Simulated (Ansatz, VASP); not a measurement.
## One calculation of PbSe, two programs

```
Pb Se
1.0
     0.00000    3.02076    3.02076
     3.02076    0.00000    3.02076
     3.02076    3.02076    0.00000
Pb Se
1 1
Cartesian
  0.0000 0.0000 0.0000
  3.0208 3.0208 3.0208
```

Change from the starting cell: functional r2scan, volume scaled by 0.96, PAW files.

Alike in both runs: task electric field gradients; functional r2SCAN; k mesh 9 × 9 × 9; occupations fermi-dirac, width 0.01 eV; no spin polarisation.

|  | VASP | Ansatz |
| --- | --- | --- |
| version | VASP 6.6.1 | Ansatz 0.2.0 |
| potentials or method | VASP PAW PBE potentials, release 64 (Pb_d, Se) | PAW with Ansatz's default frozen-core files, scalar-relativistic |
| plane-wave cutoff (eV) | 520 | 500 |
| valence electrons in the cell | 20 | 30 |

```tsv
	VASP	Ansatz	Ansatz less VASP
pressure (GPa)	4.0	4.0	-0.02
```

VASP's potentials were made for PBE, not for r2SCAN. The functional is the same, so the differences come from potentials, cutoffs and numerics. VASP's potentials hold 20 valence electrons a cell and Ansatz's 30, so a difference there can come from the potentials and not from the codes.

Spin-orbit coupling is off throughout.
